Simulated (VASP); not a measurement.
Runs of VASP 6.6.1 on SiC (rocksalt type). The structure is that of space group Fm-3m (No. 225), or close to it. The cells are those of the table. 

```tsv
task	cell	cutoff (eV)	gap on the mesh (eV)	pressure (GPa)
single point	a = 2.630 Å, angles 60.0°, 2 atoms	520	(b)	98.7
single point	a = 2.834 Å, angles 60.0°, 2 atoms	520	none	0.8
single point	a = 2.322 Å, angles 60.0°, 2 atoms	520	none	538.0
single point	a = 2.442 Å, angles 60.0°, 2 atoms	520	none	303.7
single point	a = 2.776 Å, angles 60.0°, 2 atoms	520	none	19.6
single point	a = 2.715 Å, angles 60.0°, 2 atoms	520	0.22	(c)
single point	a = 2.540 Å, angles 60.0°, 2 atoms	520	(a)	178.8
relaxation of cell and atoms	relaxed from a = 3.047 Å, angles 60.0°, 2 atoms	600	none	0.0
```

Alike in all rows: level LDA; potentials or basis VASP PAW LDA potentials, release 64 (Si, C); no spin polarisation; k mesh 15 × 15 × 15; smearing fermi-dirac 0.05 eV.

Problem. Estimate the missing entries.

Solution. (a) 0.63; (b) 1.03; (c) 46.3.

A k mesh can miss the band edges.

A gap of «none» marks levels without a gap at the run's occupations.
